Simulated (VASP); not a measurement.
# K (Fm-3m) in VASP: notebook

The runs below take K through single point, with BLYP.

Program: VASP 6.6.1. These are calculated values, not measurements. Logs are shortened: lines on timing, memory, paths and dates and some standing lists are left out, and cuts for length are marked.

## Step 1: The cell of the first run

The structure is cubic, space group Fm-3m (No. 225). The conventional cell has a = 6.538 Å, b = 6.538 Å, c = 6.538 Å, α = 90.00°, β = 90.00°, γ = 90.00°.

## Step 2: Single point, BLYP (volume scaled by 0.92)

Input file INCAR:

```
PREC = Accurate ; ENCUT = 520
EDIFF = 1E-6 ; ISMEAR = -1
SIGMA = 0.1 ; LREAL = F
LASPH = T ; NELM = 60
ALGO = Normal ; ISIF = 2
LWAVE = F ; LCHARG = F
GGA = B5 ; ALDAX = 1.0
AGGAX = 1.0 ; AGGAC = 1.0
ALDAC = 0.0 ; NBANDS = 10
```

Input file KPOINTS:

```
regular mesh
0
Gamma
  9 9 9
```

Input file POSCAR:

```
K
1.0
    0.0000000000      3.2688428462      3.2688428462
    3.2688428462      0.0000000000      3.2688428462
    3.2688428462      3.2688428462      0.0000000000
K
1
Direct
    0.0000000000      0.0000000000      0.0000000000
```

Potentials or basis: VASP PAW PBE potentials, release 64 (K_sv).

On the command line:

```sh
$ cat potpaw_PBE.64/K_sv/POTCAR > POTCAR
$ mpirun -np 1 vasp_std > vasp.out
```

OUTCAR:

```text
PREC = Accurate
   ENCUT = 520
   EDIFF = 1E-6
   ISMEAR = -1
   LREAL = F
   LASPH = T
   NELM = 60
   ISIF = 2
   GGA = B5

 ion  position               nearest neighbor table
   1  0.000  0.000  0.000-

  LATTYP: Found a face centered cubic cell.
 ALAT       =     6.5376856924

  Lattice vectors:

 A1 = (   0.0000000000,   3.2688428462,   3.2688428462)
 A2 = (   3.2688428462,   0.0000000000,   3.2688428462)
 A3 = (   3.2688428462,   3.2688428462,   0.0000000000)

Analysis of symmetry for initial positions (statically):
=====================================================================
 Subroutine PRICEL returns:
 Original cell was already a primitive cell.

 Routine SETGRP: Setting up the symmetry group for a
 face centered cubic supercell.

 Subroutine GETGRP returns: Found 48 space group operations
 (whereof 48 operations were pure point group operations)
 out of a pool of 48 trial point group operations.

The static configuration has the point symmetry O_h .

Analysis of symmetry for dynamics (positions and initial velocities):
=====================================================================
 Subroutine PRICEL returns:
 Original cell was already a primitive cell.

 Routine SETGRP: Setting up the symmetry group for a
 face centered cubic supercell.

 Subroutine GETGRP returns: Found 48 space group operations
 (whereof 48 operations were pure point group operations)
 out of a pool of 48 trial point group operations.

The dynamic configuration has the point symmetry O_h .

 Subroutine INISYM returns: Found 48 space group operations
 (whereof 48 operations are pure point group operations),
 and found     1 'primitive' translations

----------------------------------------------------------------------------------------

                                     Primitive cell

  volume of cell :      69.8574

  direct lattice vectors                    reciprocal lattice vectors
     0.000000000  3.268842846  3.268842846    -0.152959326  0.152959326  0.152959326
     3.268842846  0.000000000  3.268842846     0.152959326 -0.152959326  0.152959326
     3.268842846  3.268842846  0.000000000     0.152959326  0.152959326 -0.152959326

  length of vectors
     4.622841886  4.622841886  4.622841886     0.264933325  0.264933325  0.264933325

  position of ions in fractional coordinates (direct lattice)
     0.000000000  0.000000000  0.000000000

  ion indices of the primitive-cell ions
   primitive index   ion index
                 1           1

----------------------------------------------------------------------------------------

 KPOINTS: regular mesh

Automatic generation of k-mesh.
 Grid dimensions read from file:
 generate k-points for:    9    9    9

 Generating k-lattice:

  Cartesian coordinates                     Fractional coordinates (reciprocal lattice)
    -0.016995481  0.016995481  0.016995481     0.111111111  0.000000000  0.000000000
     0.016995481 -0.016995481  0.016995481     0.000000000  0.111111111  0.000000000
     0.016995481  0.016995481 -0.016995481     0.000000000  0.000000000  0.111111111

  Length of vectors
     0.029437036  0.029437036  0.029437036

  Shift w.r.t. Gamma in fractional coordinates (k-lattice)
     0.000000000  0.000000000  0.000000000

 Subroutine IBZKPT returns following result:
 ===========================================

 Found     35 irreducible k-points:

 Following reciprocal coordinates:
            Coordinates               Weight
  0.000000  0.000000  0.000000      1.000000
  0.111111  0.000000  0.000000      8.000000
  0.222222  0.000000  0.000000      8.000000
  0.333333  0.000000  0.000000      8.000000
  0.444444  0.000000  0.000000      8.000000
  0.111111  0.111111  0.000000      6.000000
[... 16 lines left out ...]
 -0.333333  0.333333  0.000000     12.000000
  0.444444  0.444444  0.000000      6.000000
 [... further k-points ...]
   k-points           NKPTS =     35   k-points in BZ     NKDIM =     35   number of bands    NBANDS=     10
   number of dos      NEDOS =    301   number of ions     NIONS =      1
   total plane-waves  NPLWV =  46656
   dimension x,y,z NGX =    36 NGY =   36 NGZ =   36
   dimension x,y,z NGXF=    72 NGYF=   72 NGZF=   72
   ions per type =               1
   NGX,Y,Z   is equivalent  to a cutoff of  12.95, 12.95, 12.95 a.u.
   NGXF,Y,Z  is equivalent  to a cutoff of  25.89, 25.89, 25.89 a.u.
 SYSTEM =  unknown system
   PREC   = accura    normal or accurate (medium, high low for compatibility)
   ISTART =      0    job   : 0-new  1-cont  2-samecut
   ICHARG =      2    charge: 1-file 2-atom 10-const
   ISPIN  =      1    spin polarized calculation?
   LNONCOLLINEAR =      F non collinear calculations
   LSORBIT =      F    spin-orbit coupling
   LASPH  =      T    aspherical Exc in radial PAW
   ENCUT  =  520.0 eV  38.22 Ry    6.18 a.u.   8.60  8.60  8.60*2*pi/ulx,y,z
   NELM   =     60;   NELMIN=  2; NELMDL= -5     # of ELM steps
   EDIFF  = 0.1E-05   stopping-criterion for ELM
   LREAL  =      F    real-space projection
[... 7 lines left out ...]
   TEBEG  =    0.0;   TEEND  =   0.0 temperature during run
   PSTRESS=    0.0 pullay stress
   NELECT =       9.0000    total number of electrons
   NUPDOWN=      -1.0000    fix difference up-down
   EMIN   =  10.00;   EMAX   =-10.00  energy-range for DOS
   EFERMI =   0.00;   METHOD = LEGACY
   ISMEAR =    -1;   SIGMA  =   0.10  broadening in eV -4-tet -1-fermi 0-gaus
   EFERMI_NEDOS =   21; number of points for ismear=-14 and -15
   IALGO  =     38    algorithm
   IMIX   =      4    mixing-type and parameters
     AMIX     =   0.40;   BMIX     =  1.00
     AMIX_MAG =   1.60;   BMIX_MAG =  1.00
  volume/ion in A,a.u.               =      69.86       471.42
  Fermi-wavevector in a.u.,A,eV,Ry     =   0.826834  1.562490  9.301682  0.683654
  Thomas-Fermi vector in A             =   1.938934
   LORBIT       =      0    0 simple, 1 ext, 2 COOP (PROOUT), +10 PAW based schemes
   GGA     = B5    functional components
   LHFCALC =     F    Hartree Fock is set to
   AEXX    =    0.0000 exact exchange contribution
   IVDW    =     0    specifies the selected vdW correction
   LEPSILON=     F    determine dielectric tensor
   LRPA    =     F    only Hartree local field effects (RPA)
 non-spin polarized calculation
  energy-cutoff  :      520.00
  volume of cell :       69.86
 maximum number of plane-waves:      1896
   NGX = 17   NGY = 17   NGZ = 17

 number of electron       9.0000001 magnetization

 Free energy of the ion-electron system (eV)
  ---------------------------------------------------
  ext. energy  EPLUGINS =         0.00000000
  ---------------------------------------------------
  free energy    TOTEN  =        -0.71202457 eV

  energy without entropy =       -0.68696910  energy(sigma->0) =       -0.69949684

 E-fermi :   0.4509     XC(G=0):  -5.3959

 val. band max:        0.3393638281   @ k =   0.4444   0.0000   0.0000
 cond. band min:       0.4930443237   @ k =   0.4444   0.3333   0.0000
 fundamental gap:      0.1536804957
 Fermi energy:         0.4509453180

 k-point     1 :       0.0000    0.0000    0.0000
  band No.  band energies     occupation
      1     -31.8107      2.00000
      2     -15.3421      2.00000
      3     -15.3421      2.00000
      4     -15.3421      2.00000
      5      -1.8177      2.00000
      6       4.4474      0.00000
      7       4.4474      0.00000
      8       4.4474      0.00000
      9       5.6467      0.00000
     10       5.6467      0.00000

 k-point     2 :       0.1111    0.0000    0.0000
  band No.  band energies     occupation
      1     -31.8101      2.00000
      2     -15.3516      2.00000
      3     -15.3435      2.00000
      4     -15.3435      2.00000
      5      -1.6656      2.00000
      6       4.1056      0.00000
      7       4.5052      0.00000
      8       4.5052      0.00000
      9       5.5423      0.00000
     10       5.5423      0.00000

 k-point     3 :       0.2222    0.0000    0.0000
  band No.  band energies     occupation
      1     -31.8087      2.00000
      2     -15.3755      2.00000
      3     -15.3467      2.00000
      4     -15.3467      2.00000
      5      -1.2224      2.00000
      6       3.3428      0.00000
      7       4.5455      0.00000
      8       4.5455      0.00000
      9       5.5031      0.00000
     10       5.5031      0.00000

 k-point     4 :       0.3333    0.0000    0.0000
  band No.  band energies     occupation
      1     -31.8070      2.00000
      2     -15.4023      2.00000
      3     -15.3505      2.00000
      4     -15.3505      2.00000
      5      -0.5275      1.99989
      6       2.4123      0.00000
      7       4.4073      0.00000
      8       4.4073      0.00000
      9       5.8532      0.00000
     10       5.8532      0.00000

 k-point     5 :       0.4444    0.0000    0.0000
  band No.  band energies     occupation
      1     -31.8060      2.00000
      2     -15.4197      2.00000
      3     -15.3529      2.00000
      4     -15.3529      2.00000
      5       0.3394      1.50642
      6       1.4260      0.00012
      7       4.2781      0.00000
      8       4.2781      0.00000
      9       6.3339      0.00000
     10       6.3895      0.00000

 k-point     6 :       0.1111    0.1111    0.0000
  band No.  band energies     occupation
      1     -31.8099      2.00000
      2     -15.3514      2.00000
      3     -15.3456      2.00000
      4     -15.3456      2.00000
      5      -1.6152      2.00000
      6       4.1004      0.00000
      7       4.4927      0.00000
      8       4.4927      0.00000
      9       5.2334      0.00000
     10       5.7256      0.00000

 k-point     7 :       0.2222    0.1111    0.0000
  band No.  band energies     occupation
      1     -31.8088      2.00000
      2     -15.3690      2.00000
      3     -15.3495      2.00000
      4     -15.3482      2.00000
      5      -1.2696      2.00000
      6       3.5753      0.00000
      7       4.4757      0.00000
      8       4.5450      0.00000
      9       5.0135      0.00000
     10       5.7819      0.00000

 k-point     8 :       0.3333    0.1111    0.0000
  band No.  band energies     occupation
      1     -31.8072      2.00000
      2     -15.3938      2.00000
      3     -15.3534      2.00000
      4     -15.3525      2.00000
      5      -0.6583      1.99997
      6       2.7692      0.00000
      7       4.1800      0.00000
      8       4.4935      0.00000
      9       5.3521      0.00000
     10       6.0237      0.00000

 k-point     9 :       0.4444    0.1111    0.0000
  band No.  band energies     occupation
      1     -31.8060      2.00000
      2     -15.4133      2.00000
      3     -15.3571      2.00000
      4     -15.3554      2.00000
      5       0.1611      1.89552
      6       1.8231      0.00000
      7       3.9768      0.00000
      8       4.3795      0.00000
      9       5.8252      0.00000
     10       6.4131      0.00000
[... 118 lines left out ...]
 k-point    19 :      -0.2222    0.2222    0.0000
  band No.  band energies     occupation
      1     -31.8064      2.00000
      2     -15.3956      2.00000
      3     -15.3692      2.00000
      4     -15.3508      2.00000
      5      -0.2946      1.99884
      6       2.7809      0.00000
      7       3.3625      0.00000
      8       4.7184      0.00000
      9       5.2799      0.00000
     10       6.4018      0.00000

 k-point    20 :       0.3333    0.3333    0.0000
  band No.  band energies     occupation
      1     -31.8058      2.00000
      2     -15.3993      2.00000
      3     -15.3641      2.00000
      4     -15.3641      2.00000
      5      -0.1239      1.99364
      6       2.9572      0.00000
      7       3.2392      0.00000
      8       4.9802      0.00000
      9       4.9802      0.00000
     10       6.2088      0.00000

 k-point    21 :       0.4444    0.3333    0.0000
  band No.  band energies     occupation
      1     -31.8049      2.00000
      2     -15.4082      2.00000
      3     -15.3709      2.00000
      4     -15.3669      2.00000
      5       0.4930      0.79256
      6       2.6271      0.00000
      7       2.8001      0.00000
      8       5.0442      0.00000
      9       5.0481      0.00000
     10       6.4232      0.00000

 k-point    22 :      -0.4444    0.3333    0.0000
  band No.  band energies     occupation
      1     -31.8045      2.00000
      2     -15.4075      2.00000
      3     -15.3826      2.00000
      4     -15.3659      2.00000
      5       1.2722      0.00054
      6       2.0493      0.00000
      7       2.4889      0.00000
      8       4.7383      0.00000
      9       4.9159      0.00000
     10       6.4349      0.00000

 k-point    23 :      -0.3333    0.3333    0.0000
  band No.  band energies     occupation
      1     -31.8046      2.00000
      2     -15.3960      2.00000
      3     -15.3955      2.00000
      4     -15.3615      2.00000
      5       1.2799      0.00050
      6       2.1830      0.00000
      7       2.1866      0.00000
      8       4.7494      0.00000
      9       4.9746      0.00000
     10       6.0474      0.00000

 k-point    24 :       0.4444    0.4444    0.0000
  band No.  band energies     occupation
      1     -31.8044      2.00000
      2     -15.4152      2.00000
      3     -15.3706      2.00000
      4     -15.3706      2.00000
      5       0.9474      0.01386
      6       2.2400      0.00000
      7       2.6818      0.00000
      8       5.4092      0.00000
      9       5.4092      0.00000
     10       6.0287      0.00000

 [... further k-points ...]

------------------------ aborting loop because EDIFF is reached ----------------------------------------

  FORCE on cell =-STRESS in cart. coord.  units (eV):
  Direction    XX          YY          ZZ          XY          YZ          ZX
  --------------------------------------------------------------------------------------
  -------------------------------------------------------------------------------------
  Total        0.1342332      0.1342332      0.1342332      0.0000000      0.0000000      0.0000000
  in kB        3.0786376      3.0786376      3.0786376      0.0000000      0.0000000      0.0000000
  external PRESSURE =       3.0786376 kB  Pullay stress =       0.0000000 kB

 VOLUME and BASIS-vectors are now :
 -----------------------------------------------------------------------------
  energy-cutoff  :      520.00
  volume of cell :       69.86
      direct lattice vectors                 reciprocal lattice vectors
     0.000000000  3.268842846  3.268842846    -0.152959326  0.152959326  0.152959326
     3.268842846  0.000000000  3.268842846     0.152959326 -0.152959326  0.152959326
     3.268842846  3.268842846  0.000000000     0.152959326  0.152959326 -0.152959326

 POSITION                                       TOTAL-FORCE (eV/Angst)
 -----------------------------------------------------------------------------------
      0.00000      0.00000      0.00000         0.000000      0.000000      0.000000
 -----------------------------------------------------------------------------------
    total drift:                               -0.000000      0.000000      0.000000

  FREE ENERGIE OF THE ION-ELECTRON SYSTEM (eV)
  ---------------------------------------------------
  free  energy   TOTEN  =        -0.7120245719 eV

  energy  without entropy=       -0.6869691030  energy(sigma->0) =       -0.69949684
```

Run time: 29 s. Hardware: 1 thread of Intel Xeon 6975P-C, shared host; peak memory 0.2 GiB.

Results:

* Free energy: -0.7120 eV
* Pressure: 0.3 GPa

Levels at points of the mesh, in eV from the Fermi level:
| k point | band 1 | band 2 | band 3 | band 4 | band 5 | band 6 | band 7 | band 8 | band 9 | band 10 |
| --- | --- | --- | --- | --- | --- | --- | --- | --- | --- | --- |
| (0.00, 0.00, 0.00) | -32.26 | -15.79 | -15.79 | -15.79 | -2.27 | 4.00 | 4.00 | 4.00 | 5.20 | 5.20 |

Caveat: the PAW data sets were made with another functional, which shifts forces and pressure a little.

(Part 1 of 2 ends here.)
